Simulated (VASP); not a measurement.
Here is a VASP 6.6.1 calculation.

Contents of INCAR:

```
SYSTEM = BiTe
PREC = Accurate
ENCUT = 520
EDIFF = 1E-6
ISMEAR = 0
SIGMA = 0.1
LREAL = .FALSE.
LASPH = .TRUE.
NELM = 80
ALGO = Normal
ISIF = 2
LWAVE = .FALSE.
LCHARG = .FALSE.
GGA = PE
NBANDS = 18
```

Contents of KPOINTS:

```
regular mesh
0
G
  12 12 12
  0 0 0
```

The input POSCAR:

```
BiTe
1.0
    0.0000000000      3.0703916196      3.0703916196
    3.0703916196      0.0000000000      3.0703916196
    3.0703916196      3.0703916196      0.0000000000
Bi Te
1 1
Direct
    0.0000000000      0.0000000000      0.0000000000
    0.5000000000      0.5000000000      0.5000000000
```

Potentials or basis: VASP PAW PBE potentials, release 64 (Bi_d, Te).

Run with:

```console
$ cat potpaw_PBE.64/Bi_d/POTCAR potpaw_PBE.64/Te/POTCAR > POTCAR
$ mpirun -np 1 vasp_std > vasp.out
```

Problem. Estimate the pressure.

Solution. 12.0 GPa.

Problem. Estimate the band gap on the k mesh.

Solution. Zero (an odd number of electrons rules out a gap without spin polarisation).

Caveat: the cell stands under pressure; spin-orbit coupling is left out, which moves the levels of the heavy elements.
